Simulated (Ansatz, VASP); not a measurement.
**WC: VASP beside Ansatz**

Contents of POSCAR:

```
WC
1.0
    2.6576143944      0.0000000000      0.0000000000
   -1.3288071972      2.3015615790      0.0000000000
    0.0000000000      0.0000000000      3.3697306049
W C
1 1
Direct
    0.0000000000      0.0000000000      0.0000000000
    0.6666666667      0.3333333333      0.5000000000
```

INCAR.step1

```
SYSTEM = WC
  PREC = Accurate
  ENCUT = 520
  ISMEAR = 0
  SIGMA = 0.15
  LREAL = .FALSE.
  LASPH = .TRUE.
  NELM = 60
  NBANDS = 16
  GGA = PE
  ALGO = Normal
  EDIFF = 1E-4
  LWAVE = .TRUE.
  LCHARG = .FALSE.
```

Contents of INCAR.step2:

```
SYSTEM = WC
  PREC = Accurate
  ENCUT = 520
  EDIFF = 1E-6
  ISMEAR = 0
  SIGMA = 0.15
  LREAL = .FALSE.
  LASPH = .TRUE.
  NELM = 60
  ALGO = Normal
  ISIF = 2
  LWAVE = .FALSE.
  LCHARG = .TRUE.
  METAGGA = R2SCAN
  LMIXTAU = .TRUE.
  LELF = .TRUE.
  LVHAR = .TRUE.
  NBANDS = 16
  ISTART = 1
```

File KPOINTS:

```
Automatic mesh
0
G
  24 24 18
  0 0 0
```

Input for Ansatz:

```yaml
crystal:
  lattice:
    - [2.6576143944, 0.0, 0.0]
    - [-1.3288071972, 2.301561579, 0.0]
    - [0.0, 0.0, 3.3697306049]
  atoms:
    - { symbol: W, position: [0.0, 0.0, 0.0] }
    - { symbol: C, position: [0.6666666667, 0.3333333333, 0.5] }
basis:
  ecutwfc: 500
kpoints:
  mp_grid: { grid: [24, 24, 18] }
hamiltonian:
  xc: r2scan
scf:
  occupations: { method: gaussian, width: 0.15 }
output:
  forces: true
  stress: true
  eigenvalues: true
```

Alike in both runs: task single point; functional r2SCAN; k mesh 24 × 24 × 18; occupations gaussian, width 0.15 eV; no spin polarisation.

|  | VASP | Ansatz |
| --- | --- | --- |
| version | VASP 6.6.1 | Ansatz 0.2.0 |
| potentials or method | VASP PAW PBE potentials, release 64 (W_sv, C), cutoff 520 eV | scalar-relativistic, plane waves, PAW |
| valence electrons in the cell | 18 | 18 |

```csv
,VASP,Ansatz,Ansatz less VASP
gap on the k mesh at the Fermi level (eV),none,none,-
pressure (GPa),13.9,11.7,-2.22
"traceless stress, the component that is largest in VASP (GPa)",-103.10,-102.55,+0.541
```

VASP's potentials were made for PBE, not for r2SCAN. A gap of «none» marks a metal or a gap that the smearing closes.

Spin-orbit coupling is off throughout.
